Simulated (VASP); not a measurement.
# Sc (P6_3/mmc) in VASP: a series of runs, part 2 of 2

VASP 6.6.1. The steps go on from the part before.

**3. Electric field gradients, r2SCAN**

File POSCAR:

```
Sc
1.0
    3.3087978973      0.0000000000      0.0000000000
   -1.6543989486      2.8655030350      0.0000000000
    0.0000000000      0.0000000000      5.2680000000
Sc
2
Direct
    0.3333333333      0.6666666667      0.2500000000
    0.6666666667      0.3333333333      0.7500000000
```

File INCAR.step1:

```
PREC = Accurate ; ENCUT = 520
ISMEAR = -1 ; SIGMA = 0.03
LREAL = False ; LASPH = True
NELM = 80 ; NBANDS = 18
GGA = PE ; ALGO = Normal
EDIFF = 1E-4 ; LWAVE = True
LCHARG = False
```

File INCAR.step2:

```
PREC = Accurate ; ENCUT = 520
EDIFF = 1E-8 ; ISMEAR = -1
SIGMA = 0.03 ; LREAL = False
LASPH = True ; NELM = 80
ALGO = Normal ; ISIF = 2
LWAVE = False ; LCHARG = False
METAGGA = R2SCAN ; LMIXTAU = True
LEFG = True ; NBANDS = 18
ISTART = 1
```

File KPOINTS:

```
Automatic mesh
0
Gamma
  13 13 7
```

Potentials or basis: VASP PAW PBE potentials, release 64 (Sc_sv).

Launch:

```sh
> cat potpaw_PBE.64/Sc_sv/POTCAR > POTCAR
> cp INCAR.step1 INCAR
> mpirun -np 1 vasp_std > vasp.out
> cp INCAR.step2 INCAR
> mpirun -np 1 vasp_std > vasp.out
```

OUTCAR:

```text
PREC = Accurate
   ENCUT = 520
   EDIFF = 1E-8
   ISMEAR = -1
   LREAL = False
   LASPH = True
   NELM = 80
   ISIF = 2
   METAGGA = R2SCAN
   ISTART = 1

 ion  position               nearest neighbor table
   1  0.333  0.667  0.250-   2 3.25   2 3.25   2 3.25   2 3.25   2 3.25   2 3.25
   2  0.667  0.333  0.750-   1 3.25   1 3.25   1 3.25   1 3.25   1 3.25   1 3.25

  LATTYP: Found a hexagonal cell.
 ALAT       =     3.3087978973
 C/A-ratio  =     1.5921190002

  Lattice vectors:

 A1 = (   3.3087978973,   0.0000000000,   0.0000000000)
 A2 = (  -1.6543989486,   2.8655030350,   0.0000000000)
 A3 = (   0.0000000000,   0.0000000000,   5.2680000000)

Analysis of symmetry for initial positions (statically):
=====================================================================
 Subroutine PRICEL returns:
 Original cell was already a primitive cell.

 Routine SETGRP: Setting up the symmetry group for a
 hexagonal supercell.

 Subroutine GETGRP returns: Found 24 space group operations
 (whereof 12 operations were pure point group operations)
 out of a pool of 24 trial point group operations.

The static configuration has the point symmetry D_3d.
 The point group associated with its full space group is D_6h.

Analysis of symmetry for dynamics (positions and initial velocities):
=====================================================================
 Subroutine PRICEL returns:
 Original cell was already a primitive cell.

 Routine SETGRP: Setting up the symmetry group for a
 hexagonal supercell.

 Subroutine GETGRP returns: Found 24 space group operations
 (whereof 12 operations were pure point group operations)
 out of a pool of 24 trial point group operations.

[... 159 lines left out ...]
      2     -47.8468      2.00000
      3     -25.7547      2.00000
      4     -25.4133      2.00000
      5     -25.4133      2.00000
      6     -25.3551      2.00000
[... 481 lines left out ...]
      5     -25.4295      2.00000
      6     -25.4293      2.00000
[... 10 lines left out ...]
     17       6.3259      0.00000
     18       6.3469      0.00000

 [... further k-points ...]

------------------------ aborting loop because EDIFF is reached ----------------------------------------

  FORCE on cell =-STRESS in cart. coord.  units (eV):
  Direction    XX          YY          ZZ          XY          YZ          ZX
  --------------------------------------------------------------------------------------
  -------------------------------------------------------------------------------------
  Total        0.2114267      0.2114267     -0.2977109      0.0000000     -0.0000000      0.0000000
  in kB        6.7819344      6.7819344     -9.5496702      0.0000000     -0.0000000      0.0000000
  external PRESSURE =       1.3380662 kB  Pullay stress =       0.0000000 kB

 VOLUME and BASIS-vectors are now :
 -----------------------------------------------------------------------------
  energy-cutoff  :      520.00
  volume of cell :       49.95
      direct lattice vectors                 reciprocal lattice vectors
     3.308797897  0.000000000  0.000000000     0.302224563  0.174489433  0.000000000
    -1.654398949  2.865503035  0.000000000     0.000000000  0.348978866  0.000000000
     0.000000000  0.000000000  5.268000000     0.000000000  0.000000000  0.189825361

 POSITION                                       TOTAL-FORCE (eV/Angst)
 -----------------------------------------------------------------------------------
     -0.00000      1.91034      1.31700        -0.000000      0.000000      0.000000
      1.65440      0.95517      3.95100         0.000000     -0.000000      0.000000
 -----------------------------------------------------------------------------------
    total drift:                               -0.000000      0.000000     -0.000000

  FREE ENERGIE OF THE ION-ELECTRON SYSTEM (eV)
  ---------------------------------------------------
  free  energy   TOTEN  =       -22.7134904681 eV

  energy  without entropy=      -22.7004382052  energy(sigma->0) =      -22.70696434

 Electric field gradients (V/A^2)
---------------------------------------------------------------------
 ion       V_xx      V_yy      V_zz      V_xy      V_xz      V_yz
---------------------------------------------------------------------
   1      -4.673    -4.673     9.346     0.000     0.000    -0.000
   2      -4.673    -4.673     9.346     0.000    -0.000     0.000
---------------------------------------------------------------------

 Electric field gradients after diagonalization (V/A^2)
 (convention: |V_zz| > |V_xx| > |V_yy|)
----------------------------------------------------------------------
 ion       V_xx      V_yy      V_zz     asymmetry (V_yy - V_xx)/ V_zz
----------------------------------------------------------------------
   1      -4.673    -4.673     9.346       0.000
   2      -4.673    -4.673     9.346       0.000
----------------------------------------------------------------------

           NMR quadrupolar parameters

 Cq : quadrupolar parameter    Cq=e*Q*V_zz/h
 eta: asymmetry parameters     (V_yy - V_xx)/ V_zz
 Q  : nuclear electric quadrupole moment in mb (millibarn)
----------------------------------------------------------------------
 ion       Cq(MHz)       eta       Q (mb)
----------------------------------------------------------------------
   1       0.023       0.000       1.000
   2       0.023       0.000       1.000
----------------------------------------------------------------------
```

OUTCAR.step1:

```text
PREC = Accurate
   ENCUT = 520
   ISMEAR = -1
   LREAL = False
   LASPH = True
[... 728 lines left out ...]
     -0.00000      1.91034      1.31700         0.000000     -0.000000      0.000000
      1.65440      0.95517      3.95100        -0.000000      0.000000      0.000000
 -----------------------------------------------------------------------------------
    total drift:                               -0.000000      0.000000     -0.000000

  FREE ENERGIE OF THE ION-ELECTRON SYSTEM (eV)
  ---------------------------------------------------
  free  energy   TOTEN  =       -12.4983313211 eV

  energy  without entropy=      -12.4846678401  energy(sigma->0) =      -12.49149958
```

It took 5.8 min on 1 thread of Oxide Virtual Turin-like, shared host; peak memory 0.18 GiB.

Results:

```yaml
Free_energy: -22.7135 eV
Pressure: 0.1 GPa
Band_gap_on_the_k_mesh: zero (bands 11 and 12 overlap by 1.29 eV)
Largest_electric_field_gradient_by_atom: Sc +9.3 V/Å²
```

Electric field gradients, principal values (V/Å²):
```tsv
atom	least	middle	greatest (by size)
1 Sc	-4.673	-4.673	9.346
2 Sc	-4.673	-4.673	9.346
```

Caveat: without QUAD_EFG the Cq values of the log hold for a quadrupole moment of 1 mb, not for the nuclei; the PAW data sets were made with another functional, which shifts forces and pressure a little.
